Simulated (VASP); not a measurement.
A run of VASP 6.6.1 is set up as follows.

The input INCAR:

```
SYSTEM = Na2N
  PREC = Accurate
  ENCUT = 600
  EDIFF = 1E-6
  ISMEAR = 0
  SIGMA = 0.1
  LREAL = .False.
  LASPH = .True.
  NELM = 100
  ALGO = Normal
  ISIF = 3
  LWAVE = .False.
  LCHARG = .False.
  GGA = PE
  IBRION = 2
  NSW = 100
  EDIFFG = -0.01
```

KPOINTS

```
regular mesh
0
Gamma
  12 12 14
  0 0 0
```

Contents of POSCAR:

```
Na2N
1.0
    4.3430308434      0.0000000000      0.0000000000
   -2.1715154217      3.7611750398      0.0000000000
    0.0000000000      0.0000000000      3.0990039886
Na N
2 1
Direct
    0.3333333333      0.6666666667      0.0000000000
    0.6666666667      0.3333333333      0.0000000000
    0.0000000000      0.0000000000      0.0000000000
```

Potentials or basis: VASP PAW PBE potentials, release 64 (Na_pv, N).

Run with:

```sh
$ cat potpaw_PBE.64/Na_pv/POTCAR potpaw_PBE.64/N/POTCAR > POTCAR
$ mpirun -np 1 vasp_std > vasp.out
```

Task: Estimate the relaxed volume.

Result: 17.14 Å³/atom.

Task: What does it give for the relaxed cell?

Result: a = 4.338 Å, b = 4.338 Å, c = 3.156 Å, α = 90.00°, β = 90.00°, γ = 120.00°.

Task: What does it give for the space group after relaxing (to 0.05 Å)?

Result: P6/mmm (No. 191).

Step by step:
```tsv
step	energy change (eV)	largest force (eV/Å)	pressure (GPa)	volume (Å³)
1	0.0000	0.0000	0.01	50.62
2	-0.0007	0.0000	0.11	50.63
3	-0.0011	0.0000	0.29	50.63
4	-0.0015	0.0000	0.20	50.94
5	-0.0018	0.0000	-0.11	51.65
6	-0.0018	0.0000	-0.03	51.43
```
